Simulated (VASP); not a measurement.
# TmTaSe4: single point with PBE

The system is TmTaSe4.

```
Tm Ta Se
1.0
     4.56874    0.00000    0.00000
     0.00000    4.56874    0.00000
     0.00000    0.00000    6.46763
Tm Ta Se
1 1 4
Cartesian
  0.0000 0.0000 0.0000
  2.2844 2.2844 3.2338
  2.2844 0.0000 4.8279
  0.0000 2.2844 1.6398
  2.2844 0.0000 1.6398
  0.0000 2.2844 4.8279
```

The cell was built from a structure type or drawn by symmetry, and may not be a known phase.

* Program: VASP 6.6.1
* Task: single point
* Functional: PBE
* Potentials or basis: VASP PAW PBE potentials, release 64 (Tm_3, Ta_pv, Se), 4f in core
* Cutoff: 500 eV
* k mesh: 4 × 4 × 4
* Occupations: gaussian, width 0.1 eV
* Spin: no spin polarisation
* Dipole correction: no
* Mended: yes
* Further INCAR settings: ALGO = Normal; EDIFF = 1e-06; NBANDS = 31

```json
{
  "Pressure": "4.8 GPa",
  "Largest force": "0.962 eV/Å",
  "Band gap on the k mesh": "zero (bands 22 and 23 overlap by 0.94 eV)"
}
```

Forces in eV/Å, atoms in the order of the input:
```
Tm   0.000  0.000  0.000
Ta   0.000  0.000  0.000
Se   0.000  0.000 -0.962
Se   0.000  0.000  0.962
Se   0.000  0.000  0.962
Se   0.000  0.000 -0.962
```

Stress tensor (GPa, compression positive):
```
5.13 0.00 0.00
0.00 5.13 0.00
0.00 0.00 4.18
```

Levels at points of the mesh, in eV from the Fermi level:
```tsv
k point	band 19	band 20	band 21	band 22	band 23	band 24	band 25	band 26
(0.00, 0.00, 0.00)	-0.52	-0.28	-0.26	-0.26	-0.13	1.06	1.24	2.45
(0.50, 0.00, 0.00)	-2.18	-1.86	-0.91	-0.35	-0.06	1.03	2.15	2.55
(0.50, 0.50, 0.00)	-1.49	-0.72	-0.36	-0.06	1.02	1.15	1.34	2.49
(0.00, 0.00, 0.50)	-0.57	-0.57	-0.53	-0.53	-0.08	-0.07	2.06	2.55
(0.50, 0.00, 0.50)	-2.67	-2.28	-2.27	-2.08	0.03	0.51	1.52	1.56
(0.50, 0.50, 0.50)	-1.97	-0.56	0.03	0.71	0.79	0.90	1.94	1.94
```

Run time: 42 s on 1 thread of Intel(R) Xeon(R) 6975P-C (Granite Rapids) (shared host), peak memory 0.27 GiB.

Caveat: the cell stands under pressure; spin-orbit coupling is left out, which moves the levels of the heavy elements; the 4f electrons are frozen in the core, so they carry no moment and show no levels; the run has no spin polarisation, though such a crystal can be magnetic. Spin polarisation is off, so any magnetic state and its effect on volume and gap are missing.
